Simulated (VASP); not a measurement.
# SnO: single point with HSE06

The system is SnO.

```
CELL_PARAMETERS angstrom
0.00000 2.60314 2.60314
2.60314 0.00000 2.60314
2.60314 2.60314 0.00000
ATOMIC_POSITIONS crystal
Sn 0.00000 0.00000 0.00000
O 0.25000 0.25000 0.25000
```

This cell differs from its parent crystal: strain -3.9%.

| Item | Value |
| --- | --- |
| Program | VASP 6.6.1 |
| Task | single point |
| Functional | HSE06 |
| Potentials or basis | VASP PAW PBE potentials, release 64 (Sn_d, O) |
| Cutoff | 520 eV |
| k mesh | 6 × 6 × 6 |
| Occupations | fermi-dirac, width 0.02 eV |
| Spin | no spin polarisation |
| Dipole correction | no |
| Grid for exact exchange (PRECFOCK) | Normal |
| Further INCAR settings | ALGO = Normal; EDIFF = 1e-06; NBANDS = 17 |
| Share of exact exchange | 0.25 |
| Screening parameter | 0.2079 1/Å |

- Pressure: 10.8 GPa
- Band gap on the k mesh: zero (bands 10 and 11 overlap by 0.15 eV)

Levels at points of the mesh, in eV from the Fermi level:
| k point | band 6 | band 7 | band 8 | band 9 | band 10 | band 11 | band 12 | band 13 | band 14 | band 15 |
| --- | --- | --- | --- | --- | --- | --- | --- | --- | --- | --- |
| (0.00, 0.00, 0.00) | -22.80 | -7.54 | -5.56 | -5.56 | -5.56 | 5.24 | 5.24 | 5.24 | 10.43 | 12.22 |
| (0.50, 0.00, 0.00) | -21.79 | -10.31 | -6.08 | -6.08 | -2.98 | 1.61 | 5.30 | 5.30 | 9.14 | 12.19 |
| (0.50, 0.50, 0.00) | -21.54 | -9.97 | -7.00 | -7.00 | -1.21 | -0.17 | 5.47 | 6.21 | 6.21 | 11.53 |

Wall time 93 min on 1 thread of Intel Xeon 8259CL, on a shared host, peak memory 0.29 GiB.

Caveat: the cell differs from its parent crystal (strain -3.9%); the cell stands under pressure; the structure was generated, so it needn't be the stable form of SnO; the PAW data sets were made with another functional, which shifts forces and pressure a little; spin-orbit coupling is left out, which moves the levels of the heavy elements.
